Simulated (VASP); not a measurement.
# TiSi16 (a cell with a defect) in VASP: a series of runs

TiSi16 (a cell with a defect) is run at these levels: PBE+D3(BJ); tasks: single point.

Everything below comes from runs of VASP 6.6.1. Logs are shortened: lines on timing, memory, paths and dates and some standing lists are left out, and cuts for length are marked.

### Step 1. The cell of the first run

The cell holds a defect, 17 atoms: a = 7.679 Å, b = 7.679 Å, c = 7.679 Å, α = 60.00°, β = 60.00°, γ = 60.00°.

### Step 2. Single point, PBE+D3(BJ)

INCAR

```
PREC = Accurate ; ENCUT = 520
EDIFF = 1E-7 ; ISMEAR = 0
SIGMA = 0.05 ; LREAL = Auto
LASPH = True ; NELM = 100
ALGO = Normal ; ISIF = 2
LWAVE = False ; LCHARG = False
GGA = PE ; IVDW = 12
NBANDS = 52
```

KPOINTS

```
Automatic mesh
0
Gamma
  2 2 2
```

POSCAR

```
TiSi16
1.0
    0.0000000000      5.4300000000      5.4300000000
    5.4300000000      0.0000000000      5.4300000000
    5.4300000000      5.4300000000      0.0000000000
Si Ti
16 1
Direct
    0.0086988029     -0.0256339779      0.0078238490
    0.1212914365      0.1130612339      0.1199693370
   -0.0146013812      0.0027715470      0.5050577348
    0.1211690608      0.1123791897      0.6446443831
   -0.0020601289      0.4924735727     -0.0012037753
    0.1289630755      0.6122787293      0.1303860958
   -0.0017814917      0.4916242173      0.5122890424
    0.1209232044      0.6287414365      0.6255662983
    0.5064833333      0.0025264273     -0.0159236648
    0.6454454880      0.1129419890      0.1198235727
    0.5062967772      0.0028299263      0.5050360037
    0.6159737569      0.1530518416      0.6145645488
    0.5111860958      0.4922639963     -0.0011225599
    0.6247948435      0.6284974217      0.1221372007
    0.4916522099      0.5242444751      0.4928824125
    0.6250887661      0.6287401473      0.6256611418
    0.2579036832      0.2268462247      0.2569793738
```

Potentials or basis: VASP PAW PBE potentials, release 64 (Si, Ti_sv).

The run is started by

```
> cat potpaw_PBE.64/Si/POTCAR potpaw_PBE.64/Ti_sv/POTCAR > POTCAR
> mpirun -np 1 vasp_std > vasp.out
```

OUTCAR:

```text
PREC = Accurate
   ENCUT = 520
   EDIFF = 1E-7
   ISMEAR = 0
   LREAL = Auto
   LASPH = True
   NELM = 100
   ISIF = 2
   GGA = PE
   IVDW = 12
 IVDW          = 12

 ion  position               nearest neighbor table
   1  0.009  0.974  0.008-   6 2.27   4 2.28  10 2.28   2 2.28
   2  0.121  0.113  0.120-   1 2.28   5 2.38   3 2.42   9 2.42  17 2.43
   3  0.985  0.003  0.505-  12 2.32   8 2.35   4 2.42   2 2.42  17 2.70
   4  0.121  0.112  0.645-   1 2.28   7 2.38   3 2.42  11 2.42  17 2.43
   5  0.998  0.492  0.999-  14 2.34   8 2.34   2 2.38   6 2.40  17 2.81
   6  0.129  0.612  0.130-   1 2.27   7 2.39  13 2.40   5 2.40  17 2.42
   7  0.998  0.492  0.512-   8 2.34  16 2.34   4 2.38   6 2.39  17 2.82
   8  0.121  0.629  0.626-  15 2.33   7 2.34   5 2.34   3 2.35
   9  0.506  0.003  0.984-  12 2.32  14 2.35  10 2.42   2 2.42  17 2.71
  10  0.645  0.113  0.120-   1 2.28  13 2.38   9 2.42  11 2.42  17 2.43
  11  0.506  0.003  0.505-  12 2.32  16 2.35   4 2.42  10 2.42  17 2.70
  12  0.616  0.153  0.615-  11 2.32   3 2.32   9 2.32  15 2.33
  13  0.511  0.492  0.999-  14 2.34  16 2.34  10 2.38   6 2.40  17 2.82
  14  0.625  0.628  0.122-  15 2.33  13 2.34   5 2.34   9 2.35
  15  0.492  0.524  0.493-  12 2.33  16 2.33   8 2.33  14 2.33
  16  0.625  0.629  0.626-  15 2.33   7 2.34  13 2.34  11 2.35
  17  0.258  0.227  0.257-   6 2.42   2 2.43  10 2.43   4 2.43  11 2.70   3 2.70   9 2.71   5 2.81
                            13 2.82   7 2.82

  LATTYP: Found a face centered cubic cell.
 ALAT       =    10.8600000000

  Lattice vectors:

 A1 = (   0.0000000000,   5.4300000000,   5.4300000000)
 A2 = (   5.4300000000,   0.0000000000,   5.4300000000)
 A3 = (   5.4300000000,   5.4300000000,   0.0000000000)

Analysis of symmetry for initial positions (statically):
=====================================================================
 Subroutine PRICEL returns:
 Original cell was already a primitive cell.

 Routine SETGRP: Setting up the symmetry group for a
 face centered cubic supercell.

 Subroutine GETGRP returns: Found  1 space group operations
 (whereof  1 operations were pure point group operations)
 out of a pool of 48 trial point group operations.

The static configuration has the point symmetry C_1 .

Analysis of symmetry for dynamics (positions and initial velocities):
=====================================================================
 Subroutine PRICEL returns:
 Original cell was already a primitive cell.

 Routine SETGRP: Setting up the symmetry group for a
 face centered cubic supercell.

 Subroutine GETGRP returns: Found  1 space group operations
 (whereof  1 operations were pure point group operations)
 out of a pool of 48 trial point group operations.

The dynamic configuration has the point symmetry C_1 .

 Subroutine INISYM returns: Found  1 space group operations
 (whereof  1 operations are pure point group operations),
 and found     1 'primitive' translations

----------------------------------------------------------------------------------------

                                     Primitive cell

  volume of cell :     320.2060

  direct lattice vectors                    reciprocal lattice vectors
     0.000000000  5.430000000  5.430000000    -0.092081031  0.092081031  0.092081031
     5.430000000  0.000000000  5.430000000     0.092081031 -0.092081031  0.092081031
     5.430000000  5.430000000  0.000000000     0.092081031  0.092081031 -0.092081031

  length of vectors
     7.679179644  7.679179644  7.679179644     0.159489025  0.159489025  0.159489025

  position of ions in fractional coordinates (direct lattice)
     0.008698803  0.974366022  0.007823849
     0.121291437  0.113061234  0.119969337
     0.985398619  0.002771547  0.505057735
     0.121169061  0.112379190  0.644644383
     0.997939871  0.492473573  0.998796225
     0.128963076  0.612278729  0.130386096
[... 9 lines left out ...]
     0.625088766  0.628740147  0.625661142
     0.257903683  0.226846225  0.256979374

  ion indices of the primitive-cell ions
   primitive index   ion index
                 1           1
                 2           2
                 3           3
                 4           4
                 5           5
                 6           6
[... 9 lines left out ...]
                16          16
                17          17

----------------------------------------------------------------------------------------

 KPOINTS: Automatic mesh

Automatic generation of k-mesh.
 Grid dimensions read from file:
 generate k-points for:    2    2    2

 Generating k-lattice:

  Cartesian coordinates                     Fractional coordinates (reciprocal lattice)
    -0.046040516  0.046040516  0.046040516     0.500000000  0.000000000  0.000000000
     0.046040516 -0.046040516  0.046040516     0.000000000  0.500000000  0.000000000
     0.046040516  0.046040516 -0.046040516     0.000000000  0.000000000  0.500000000

  Length of vectors
     0.079744512  0.079744512  0.079744512

  Shift w.r.t. Gamma in fractional coordinates (k-lattice)
     0.000000000  0.000000000  0.000000000

 Subroutine IBZKPT returns following result:
 ===========================================

 Found      8 irreducible k-points:

 Following reciprocal coordinates:
            Coordinates               Weight
  0.000000  0.000000  0.000000      1.000000
  0.500000  0.000000  0.000000      1.000000
  0.000000  0.500000  0.000000      1.000000
  0.000000  0.000000  0.500000      1.000000
  0.500000  0.500000  0.500000      1.000000
  0.500000  0.500000  0.000000      1.000000
  0.000000  0.500000  0.500000      1.000000
  0.500000  0.000000  0.500000      1.000000
   k-points           NKPTS =      8   k-points in BZ     NKDIM =      8   number of bands    NBANDS=     52
   number of dos      NEDOS =    301   number of ions     NIONS =     17
   total plane-waves  NPLWV = 216000
   dimension x,y,z NGX =    60 NGY =   60 NGZ =   60
   dimension x,y,z NGXF=   120 NGYF=  120 NGZF=  120
   ions per type =              16   1
   NGX,Y,Z   is equivalent  to a cutoff of  12.99, 12.99, 12.99 a.u.
   NGXF,Y,Z  is equivalent  to a cutoff of  25.98, 25.98, 25.98 a.u.
 SYSTEM =  unknown system
   PREC   = accura    normal or accurate (medium, high low for compatibility)
   ISTART =      0    job   : 0-new  1-cont  2-samecut
   ICHARG =      2    charge: 1-file 2-atom 10-const
   ISPIN  =      1    spin polarized calculation?
   LNONCOLLINEAR =      F non collinear calculations
   LSORBIT =      F    spin-orbit coupling
   LASPH  =      T    aspherical Exc in radial PAW
   ENCUT  =  520.0 eV  38.22 Ry    6.18 a.u.  14.28 14.28 14.28*2*pi/ulx,y,z
   NELM   =    100;   NELMIN=  2; NELMDL= -5     # of ELM steps
   EDIFF  = 0.1E-06   stopping-criterion for ELM
   LREAL  =      T    real-space projection
   EDIFFG = 0.1E-05   stopping-criterion for IOM
   NSW    =      0    number of steps for IOM
   IBRION =     -1    ionic relax: 0-MD 1-quasi-New 2-CG
   NFREE  =      0    steps in history (QN), initial steepest desc. (CG)
   ISIF   =      2    stress and relaxation
   ISYM   =      2    0-nonsym 1-usesym 2-fastsym
   POTIM  = 0.5000    time-step for ionic-motion
   TEBEG  =    0.0;   TEEND  =   0.0 temperature during run
   PSTRESS=    0.0 pullay stress
   NELECT =      76.0000    total number of electrons
   NUPDOWN=      -1.0000    fix difference up-down
   EMIN   =  10.00;   EMAX   =-10.00  energy-range for DOS
   EFERMI =   0.00;   METHOD = LEGACY
   ISMEAR =     0;   SIGMA  =   0.05  broadening in eV -4-tet -1-fermi 0-gaus
   EFERMI_NEDOS =   21; number of points for ismear=-14 and -15
   IALGO  =     38    algorithm
   IMIX   =      4    mixing-type and parameters
     AMIX     =   0.40;   BMIX     =  1.00
     AMIX_MAG =   1.60;   BMIX_MAG =  1.00
  volume/ion in A,a.u.               =      18.84       127.11
  Fermi-wavevector in a.u.,A,eV,Ry     =   1.013607  1.915439 13.978610  1.027399
  Thomas-Fermi vector in A             =   2.146786
   LORBIT       =      0    0 simple, 1 ext, 2 COOP (PROOUT), +10 PAW based schemes
   GGA     = PE    functional components
   LHFCALC =     F    Hartree Fock is set to
   AEXX    =    0.0000 exact exchange contribution
   IVDW    =    12    specifies the selected vdW correction
   LEPSILON=     F    determine dielectric tensor
   LRPA    =     F    only Hartree local field effects (RPA)
 non-spin polarized calculation
 Gauss-broadening in eV      SIGMA  =   0.05
  energy-cutoff  :      520.00
  volume of cell :      320.21
 maximum number of plane-waves:      8646
 NGX is ok and might be reduce to    60
   NGX = 29   NGY = 29   NGZ = 29

 number of electron      75.9999999 magnetization

 Free energy of the ion-electron system (eV)
  ---------------------------------------------------
  ext. energy  EPLUGINS =         0.00000000
  ---------------------------------------------------
  free energy    TOTEN  =       -92.14413212 eV

  energy without entropy =      -92.11763237  energy(sigma->0) =      -92.13088224

 E-fermi :   6.8960     XC(G=0):  -9.7553

 val. band max:        6.8541057425   @ k =   0.0000   0.0000   0.0000
 cond. band min:       6.9011794581   @ k =   0.5000   0.5000   0.0000
 fundamental gap:      0.0470737157
 Fermi energy:         6.8960006136

 k-point     1 :       0.0000    0.0000    0.0000
  band No.  band energies     occupation
      1     -49.8762      2.00000
      2     -26.2559      2.00000
      3     -26.2454      2.00000
      4     -26.2438      2.00000
      5      -5.7151      2.00000
      6      -3.5166      2.00000
[... 42 lines left out ...]
     49       8.2163      0.00000
     50       8.4893      0.00000

 k-point     2 :       0.5000    0.0000    0.0000
  band No.  band energies     occupation
      1     -49.8762      2.00000
      2     -26.2559      2.00000
      3     -26.2454      2.00000
      4     -26.2438      2.00000
      5      -5.0108      2.00000
      6      -4.7909      2.00000
[... 310 lines left out ...]
 k-point     8 :       0.5000    0.0000    0.5000
  band No.  band energies     occupation
      1     -49.8762      2.00000
      2     -26.2559      2.00000
      3     -26.2454      2.00000
      4     -26.2438      2.00000
      5      -4.6880      2.00000
      6      -4.5931      2.00000
[... 42 lines left out ...]
     49       9.8625      0.00000
     50      10.5211      0.00000
 [bands above 50 left out]

------------------------ aborting loop because EDIFF is reached ----------------------------------------

 Edisp (eV)   -5.83754

 E8    (eV) :    -2.4420

  FORCE on cell =-STRESS in cart. coord.  units (eV):
  Direction    XX          YY          ZZ          XY          YZ          ZX
  --------------------------------------------------------------------------------------
  -------------------------------------------------------------------------------------
  Total       1.55397     1.64972     1.61636     0.14587     0.16015    -0.14018
  in kB       7.77540     8.25451     8.08759     0.72987     0.80130    -0.70140
  external pressure =        8.04 kB  Pullay stress =        0.00 kB

 VOLUME and BASIS-vectors are now :
 -----------------------------------------------------------------------------
  energy-cutoff  :      520.00
  volume of cell :      320.21
      direct lattice vectors                 reciprocal lattice vectors
     0.000000000  5.430000000  5.430000000    -0.092081031  0.092081031  0.092081031
     5.430000000  0.000000000  5.430000000     0.092081031 -0.092081031  0.092081031
     5.430000000  5.430000000  0.000000000     0.092081031  0.092081031 -0.092081031

 POSITION                                       TOTAL-FORCE (eV/Angst)
 -----------------------------------------------------------------------------------
      5.33329      0.08972      5.33804         0.060607     -0.035598      0.050950
      1.26536      1.31005      1.27254        -0.010952      0.098087     -0.004173
      2.75751      8.09318      5.36576        -0.039654      0.044142      0.024852
      4.11064      4.15837      1.26817        -0.106302     -0.004747      0.006996
      8.09759     10.84228      8.09294        -0.016558     -0.003994     -0.014587
      4.03267      1.40827      4.02494         0.076501     -0.085906      0.083588
[... 9 lines left out ...]
      6.81140      6.79157      6.80829        -0.040264      0.000842     -0.039051
      2.62717      2.79581      2.63219         0.269203     -0.243343      0.254551
 -----------------------------------------------------------------------------------
    total drift:                               -0.000441     -0.001648      0.000664

  FREE ENERGIE OF THE ION-ELECTRON SYSTEM (eV)
  ---------------------------------------------------
  free  energy   TOTEN  =       -97.9816730197 eV

  energy  without entropy=      -97.9551732690  energy(sigma->0) =      -97.96842314
```

Wall time 3.9 min (1 thread of Intel Xeon Platinum 8488C (Sapphire Rapids), shared host); peak memory 0.49 GiB.

Results:

```yaml
Free_energy: -97.9817 eV
Pressure: 0.8 GPa
Largest_force: 0.443 eV/Å
Band_gap_on_the_k_mesh: zero (bands 38 and 39 overlap by 0.35 eV)
Dispersion_energy_per_atom: -0.343 eV
```

Forces in eV/Å, atoms in the order of the input:
```
Si   0.061 -0.036  0.051
Si  -0.011  0.098 -0.004
Si  -0.040  0.044  0.025
Si  -0.106 -0.005  0.007
Si  -0.017 -0.004 -0.015
Si   0.077 -0.086  0.084
Si  -0.005  0.007 -0.009
Si  -0.039  0.037 -0.003
Si   0.041  0.048 -0.047
Si   0.001 -0.004 -0.107
Si  -0.040 -0.024 -0.043
Si  -0.053  0.070 -0.067
Si  -0.017  0.012  0.001
Si  -0.003  0.027 -0.027
Si  -0.077  0.057 -0.062
Si  -0.040  0.001 -0.039
Ti   0.269 -0.243  0.255
```

Levels at points of the mesh, in eV from the Fermi level:
| k point | band 35 | band 36 | band 37 | band 38 | band 39 | band 40 |
| --- | --- | --- | --- | --- | --- | --- |
| (0.00, 0.00, 0.00) | -0.99 | -0.96 | -0.47 | -0.34 | -0.34 | -0.05 |
| (0.50, 0.00, 0.00) | -1.35 | -1.31 | -0.22 | 0.01 | 0.21 | 0.40 |
| (0.00, 0.50, 0.00) | -1.34 | -1.33 | -0.32 | -0.05 | -0.04 | 0.54 |
| (0.00, 0.00, 0.50) | -1.36 | -1.31 | -0.22 | 0.01 | 0.20 | 0.41 |
| (0.50, 0.50, 0.50) | -1.35 | -1.31 | -0.22 | 0.01 | 0.21 | 0.40 |
| (0.50, 0.50, 0.00) | -1.96 | -1.83 | -0.64 | 0.01 | 0.54 | 0.67 |
| (0.00, 0.50, 0.50) | -1.96 | -1.82 | -0.64 | 0.01 | 0.54 | 0.67 |
| (0.50, 0.00, 0.50) | -1.96 | -1.83 | -0.64 | 0.01 | 0.54 | 0.67 |

Caveat: the k points lie up to 0.50 Å⁻¹ apart.

### Step 3. Single point, PBE+D3(BJ)

INCAR

```
SYSTEM = TiSi16
ALGO = Normal
EDIFF = 1E-6
ENCUT = 520
GGA = PE
ISIF = 2
ISMEAR = 0
IVDW = 12
LASPH = .TRUE.
LCHARG = .FALSE.
LREAL = Auto
LWAVE = .FALSE.
NBANDS = 52
NELM = 60
PREC = Accurate
SIGMA = 0.05
```

KPOINTS

```
k-points
0
G
  2 2 2
  0 0 0
```

POSCAR

```
TiSi16
1.0
    0.0000000000      5.4300000000      5.4300000000
    5.4300000000      0.0000000000      5.4300000000
    5.4300000000      5.4300000000      0.0000000000
Si Ti
16 1
Direct
    0.0131883057     -0.0383796501      0.0112402394
    0.1141340700      0.1175313076      0.1136799263
   -0.0207904236      0.0039605893      0.5076692449
    0.1147272560      0.1173011050      0.6529176796
   -0.0015244936      0.4920272560     -0.0006290976
    0.1356439227      0.5922437385      0.1369015654
   -0.0016326888      0.4921820442      0.5113630755
    0.1180988029      0.6315790976      0.6257347145
    0.5089502762      0.0036830571     -0.0219813996
    0.6541375691      0.1175057090      0.1137769797
    0.5086678637      0.0041024862      0.5075840700
    0.6133488029      0.1606493554      0.6122031308
    0.5104183241      0.4920658379     -0.0006571823
    0.6248891344      0.6312779006      0.1192233886
    0.4890301105      0.5321418969      0.4901888582
    0.6248564457      0.6317058011      0.6257286372
    0.2766533149      0.1712389503      0.2746967772
```

Potentials or basis: VASP PAW PBE potentials, release 64 (Si, Ti_sv).

The run is started by

```
> cat potpaw_PBE.64/Si/POTCAR potpaw_PBE.64/Ti_sv/POTCAR > POTCAR
> mpirun -np 1 vasp_std > vasp.out
```

Wall time 4.1 min (1 thread of Intel Xeon Platinum 8488C (Sapphire Rapids), shared host); peak memory 0.48 GiB.

Results (log left out):

```
Free energy                : -97.3296 eV
Pressure                   : 1.4 GPa
Largest force              : 2.204 eV/Å
Band gap on the k mesh     : zero (bands 38 and 39 overlap by 0.28 eV)
Dispersion energy per atom : -0.343 eV
```

Forces on the atoms (eV/Å):
```
Si  -0.055  0.118 -0.103
Si  -0.162  0.230 -0.151
Si  -0.100  0.098  0.066
Si  -0.265  0.092 -0.094
Si  -0.117 -0.006 -0.116
Si  -0.048  0.044 -0.046
Si  -0.013  0.115 -0.116
Si  -0.055  0.059 -0.031
Si   0.080  0.103 -0.106
Si  -0.148  0.135 -0.237
Si  -0.099 -0.064 -0.100
Si  -0.032  0.043 -0.039
Si  -0.117  0.116  0.002
Si  -0.025  0.053 -0.053
Si  -0.093  0.078 -0.081
Si  -0.057  0.032 -0.060
Ti   1.307 -1.245  1.264
```

Stress tensor (GPa, compression positive):
```
 1.33  0.37 -0.38
 0.37  1.39  0.34
-0.38  0.34  1.37
```

Levels at points of the mesh, in eV from the Fermi level:
```tsv
k point	band 35	band 36	band 37	band 38	band 39	band 40
(0.00, 0.00, 0.00)	-1.11	-0.69	-0.61	-0.27	-0.26	-0.06
(0.50, 0.00, 0.00)	-1.36	-1.33	-0.20	0.01	0.12	0.47
(0.00, 0.50, 0.00)	-1.35	-1.34	-0.22	-0.13	-0.12	0.67
(0.00, 0.00, 0.50)	-1.35	-1.33	-0.20	0.01	0.12	0.47
(0.50, 0.50, 0.50)	-1.36	-1.33	-0.20	0.01	0.12	0.47
(0.50, 0.50, 0.00)	-1.92	-1.81	-0.36	0.02	0.37	0.84
(0.00, 0.50, 0.50)	-1.92	-1.81	-0.36	0.02	0.37	0.85
(0.50, 0.00, 0.50)	-1.92	-1.81	-0.35	0.02	0.37	0.84
```

Caveat: the k points lie up to 0.50 Å⁻¹ apart.

[end of part 1 of 2]

The gap in the log of VASP goes by the Fermi energy; the results here count the filled bands.